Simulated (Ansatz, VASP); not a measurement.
Two plane-wave programs on NaCl

```
Na Cl
1.0
     0.00000    2.83073    2.83073
     2.83073    0.00000    2.83073
     2.83073    2.83073    0.00000
Na Cl
1 1
Cartesian
  0.0000 0.0000 0.0000
  2.8307 2.8307 2.8307
```

Change from the starting cell: hydrostatic strain +1.0%.

Alike in both runs: task single point; functional HSE06; k mesh 6 × 6 × 6; no spin polarisation.

|  | VASP | Ansatz |
| --- | --- | --- |
| version | VASP 6.6.1 | Ansatz 0.2.0 |
| potentials or method | VASP PAW PBE potentials, release 64 (Na_pv, Cl) | plane waves, PAW |
| plane-wave cutoff (eV) | 520 | 420 |
| occupations | gaussian, width 0.01 eV | fixed |
| valence electrons in the cell | 14 | 16 |

```tsv
	VASP	Ansatz	Ansatz less VASP
gap on the k mesh at the Fermi level (eV)	6.43	6.43	+0.009
pressure (GPa)	-0.1	-0.1	-0.02
```

VASP's potentials hold 14 valence electrons a cell and Ansatz's 16, so a difference there can come from the potentials and not from the codes. Ansatz's warnings: stress exchange threshold loose, stress scf threshold loose.
